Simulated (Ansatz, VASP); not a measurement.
## Pb in VASP and in Ansatz

File INCAR:

```
  ALGO = Normal
  EDIFF = 1E-6
  ENCUT = 520
  GGA = CA
  ISIF = 2
  ISMEAR = -1
  LASPH = T
  LCHARG = F
  LREAL = F
  LWAVE = F
  NBANDS = 21
  NELM = 100
  PREC = Accurate
  SIGMA = 0.1
```

Contents of KPOINTS:

```
k-points
0
Gamma
  12 12 7
```

Contents of POSCAR:

```
Pb
1.0
    3.4820531703      0.0000000000      0.0000000000
   -1.7410265852      3.0155465028      0.0000000000
    0.0000000000      0.0000000000      5.7176507176
Pb
2
Direct
    0.3333333333      0.6666666667      0.2500000000
    0.6666666667      0.3333333333      0.7500000000
```

Input for Ansatz:

```yaml
crystal:
  lattice:
    - [3.4820531703, 0.0, 0.0]
    - [-1.7410265852, 3.0155465028, 0.0]
    - [0.0, 0.0, 5.7176507176]
  atoms:
    - { symbol: Pb, position: [0.3333333333, 0.6666666667, 0.25] }
    - { symbol: Pb, position: [0.6666666667, 0.3333333333, 0.75] }
hamiltonian:
  xc: lda
  pseudopotentials:
    kind: paw
    azcp:
      Pb: "pseudopotentials/Pb.paw.azcp"
basis:
  ecutwfc: 420
  fft_grid_basis: typed
kpoints:
  mp_grid: { grid: [12, 12, 7], shift: [0, 0, 0] }
magnetization:
  spin_polarized: false
scf:
  occupations: { method: fermi_dirac, width: 0.1 }
  lower_state_search: "off"
output:
  stress: true
  write_density: true
  write_potential: true
  elf: true
  volumetric_format: npy
```

Alike in both runs: task single point; functional LDA; k mesh 12 × 12 × 7; occupations fermi-dirac, width 0.1 eV; no spin polarisation.

|  | VASP | Ansatz |
| --- | --- | --- |
| version | VASP 6.6.1 | Ansatz 0.2.0 |
| potentials or method | VASP PAW LDA potentials, release 64 (Pb_d), cutoff 520 eV | plane waves (420 eV) with PAW, scalar-relativistic |
| valence electrons in the cell | 28 | 28 |

|  | VASP | Ansatz | Ansatz less VASP |
| --- | --- | --- | --- |
| pressure (GPa) | -1.6 | -1.6 | -0.04 |
| traceless stress, the component that is largest in VASP (GPa) | 0.45 | 0.49 | +0.048 |

Ansatz warns that its potentials were made for another functional, while VASP's fit it. LDA's correlation is that of Perdew and Zunger in VASP and of Perdew and Wang (1992) in Ansatz.

Spin-orbit coupling is off throughout.
